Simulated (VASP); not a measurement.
Wanted: the native input for a VASP 6.6.1 run.

* Task: single point
* Functional: revPBE
* Potentials or basis: VASP PAW PBE potentials, release 64 (Re)
* Cutoff: 520 eV
* k mesh: 11 × 11 × 11
* Occupations: fermi-dirac, width 0.1 eV
* Spin: no spin polarisation
* Dipole correction: no
* Further INCAR settings: ALGO = Normal; EDIFF = 1e-07; NBANDS = 14

The structure of Re lies in POSCAR:

```
Re
1.0
    0.0000000000      2.8724975388      2.8724975388
    2.8724975388      0.0000000000      2.8724975388
    2.8724975388      2.8724975388      0.0000000000
Re
2
Direct
    0.1250000000      0.1250000000      0.1250000000
    0.8750000000      0.8750000000      0.8750000000
```

This isn't the form of Re at room conditions, which is hcp.

These files were run (other wordings do the same):

INCAR

```
  PREC = Accurate
  ENCUT = 520
  EDIFF = 1E-7
  ISMEAR = -1
  SIGMA = 0.1
  LREAL = False
  LASPH = True
  NELM = 60
  ALGO = Normal
  ISIF = 2
  LWAVE = False
  LCHARG = True
  GGA = RE
  LELF = True
  LVHAR = True
  NBANDS = 14
```

KPOINTS

```
Automatic mesh
0
Gamma
  11 11 11
```

Potentials or basis: VASP PAW PBE potentials, release 64 (Re).

Run with:

```console
$ cat potpaw_PBE.64/Re/POTCAR > POTCAR
$ mpirun -np 1 vasp_std > vasp.out
```

Results of the run:

* Pressure: -7.6 GPa
* Band gap on the k mesh: zero (bands 7 and 8 overlap by 1.09 eV)

Caveat: the cell stands under tension; the PAW data sets were made with another functional, which shifts forces and pressure a little; spin-orbit coupling is left out, which moves the levels of the heavy elements.

Wall time 63 s on 1 thread of AMD EPYC 7R43 64-Core Processor (Zen 3), with other jobs on the host, peak memory 0.15 GiB.
